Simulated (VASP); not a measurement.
Write the native input for VASP 6.6.1 that does the following.

```yaml
Task: single point
Functional: LDA
Potentials_or_basis: VASP PAW LDA potentials, release 64 (Al, N)
Cutoff: 520 eV
k_mesh: 9 × 9 × 6
Occupations: gaussian, width 0.05 eV
Spin: no spin polarisation
Dipole_correction: no
Further_INCAR_settings: ALGO = Normal; EDIFF = 1e-06; NBANDS = 16
```

The structure of AlN lies in POSCAR:

```
AlN
1.0
    3.0887424016      0.0000000000      0.0000000000
   -1.5443712008      2.6749293856      0.0000000000
    0.0000000000      0.0000000000      4.9437688231
Al N
2 2
Direct
    0.3262726195      0.6859568955      0.0015212672
    0.6737273805      0.3140431045      0.5015212672
    0.3396338359      0.6494533735      0.3834787328
    0.6603661641      0.3505466265      0.8834787328
```

This cell differs from its parent crystal: mode 4 frozen in at -0.052 Å and mode 5 at +0.052 Å (largest displacements).

The input as run:

INCAR

```
PREC = Accurate
ENCUT = 520
EDIFF = 1E-6
ISMEAR = 0
SIGMA = 0.05
LREAL = False
LASPH = True
NELM = 60
ALGO = Normal
ISIF = 2
LWAVE = False
LCHARG = False
NBANDS = 16
```

KPOINTS

```
regular mesh
0
Gamma
  9 9 6
```

Potentials or basis: VASP PAW LDA potentials, release 64 (Al, N).

Launch:

```sh
$ cat potpaw_LDA.64/Al/POTCAR potpaw_LDA.64/N/POTCAR > POTCAR
$ mpirun -np 1 vasp_std > vasp.out
```

It gave:

| Property | Result |
| --- | --- |
| Pressure | 0.4 GPa |
| Largest force | 0.400 eV/Å |
| Band gap on the k mesh | 4.36 eV, direct |

Caveat: the cell differs from its parent crystal (mode 4 frozen in at -0.052 Å and mode 5 at +0.052 Å (largest displacements)).

Wall time 34 s on 1 thread of Intel(R) Xeon(R) Platinum 8488C (Sapphire Rapids), on a shared host, peak memory 0.2 GiB.
